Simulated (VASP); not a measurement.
Crystal: InGa3P4.

```xyz
8
Lattice="5.4434 0.0000 0.0000 0.0000 5.4434 0.0000 0.0000 0.0000 5.4434" Properties=species:S:1:pos:R:3 pbc="T T T"
In    2.7217    2.7217    2.7217
Ga    0.0000    0.0000    2.7217
Ga    2.7217    0.0000    0.0000
Ga    0.0000    2.7217    0.0000
P     2.7217    2.7217    0.0000
P     0.0000    2.7217    2.7217
P     2.7217    0.0000    2.7217
P     0.0000    0.0000    0.0000
```

* Program: VASP 6.6.1
* Task: relaxation of cell and atoms
* Functional: PBE
* Potentials or basis: VASP PAW PBE potentials, release 64 (In_d, Ga_d, P)
* Cutoff: 600 eV
* k mesh: 4 × 4 × 4
* Occupations: gaussian, width 0.1 eV
* Spin: no spin polarisation

At the start: pressure -6.0 GPa; volume 20.16 Å³/atom.

Problem. How do energy, volume and symmetry change on relaxing?

Solution. Over 3 steps the energy falls by 37.4 meV/atom and the volume is 18.34 Å³/atom (-9.0 %); space group Pm-3m (No. 221, to 0.05 Å).

Step by step:
| step | energy change (eV) | largest force (eV/Å) | pressure (GPa) | volume (Å³) |
| --- | --- | --- | --- | --- |
| 1 | 0.0000 | 0.0000 | -6.00 | 161.29 |
| 2 | -0.2883 | 0.0000 | 1.39 | 144.29 |
| 3 | -0.2993 | 0.0000 | 0.10 | 146.71 |

Final structure:
```
In Ga P
1.0
     5.27416    0.00000    0.00000
     0.00000    5.27416    0.00000
     0.00000    0.00000    5.27416
In Ga P
1 3 4
Direct
  0.50000 0.50000 0.50000
  0.00000 0.00000 0.50000
  0.50000 0.00000 0.00000
  0.00000 0.50000 0.00000
  0.50000 0.50000 0.00000
  0.00000 0.50000 0.50000
  0.50000 0.00000 0.50000
  0.00000 0.00000 0.00000
```
